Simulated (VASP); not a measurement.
# Li: single point with PBE

Li, a slab with vacuum:

```
Li
1.0
     4.85189    0.00000    0.00000
    -2.42594    4.20186    0.00000
     0.00000    0.00000   24.95190
Li
6
Direct
  0.16667 0.33333 0.40077
  0.50000 0.00000 0.44046
  0.83333 0.66667 0.48015
  0.16667 0.33333 0.51985
  0.50000 0.00000 0.55954
  0.83333 0.66667 0.59923
```

* Program: VASP 6.6.1
* Task: single point
* Functional: PBE
* Potentials or basis: VASP PAW PBE potentials, release 64 (Li_sv)
* Cutoff: 520 eV
* k mesh: 9 × 9 × 1
* Occupations: fermi-dirac, width 0.08 eV
* Spin: no spin polarisation
* Dipole correction: yes
* Further INCAR settings: ALGO = Normal; EDIFF = 1e-06; NBANDS = 18

| Quantity | Value |
| --- | --- |
| Largest force | 0.163 eV/Å |
| Band gap on the k mesh | zero (bands 9 and 10 overlap by 0.38 eV) |

Forces in eV/Å, atoms in the order of the input:
```
Li   0.000  0.000 -0.013
Li   0.000  0.000  0.163
Li   0.000  0.000 -0.052
Li   0.000  0.000  0.052
Li   0.000  0.000 -0.163
Li   0.000  0.000  0.013
```

Levels at points of the mesh, in eV from the Fermi level:
| k point | band 6 | band 7 | band 8 | band 9 | band 10 | band 11 | band 12 | band 13 |
| --- | --- | --- | --- | --- | --- | --- | --- | --- |
| (0.00, 0.00, 0.00) | -46.49 | -3.11 | -1.81 | -0.30 | 1.19 | 2.51 | 2.77 | 2.77 |

Wall time 4.9 min on 1 thread of Intel Xeon 8259CL, on a shared host, peak memory 0.52 GiB.
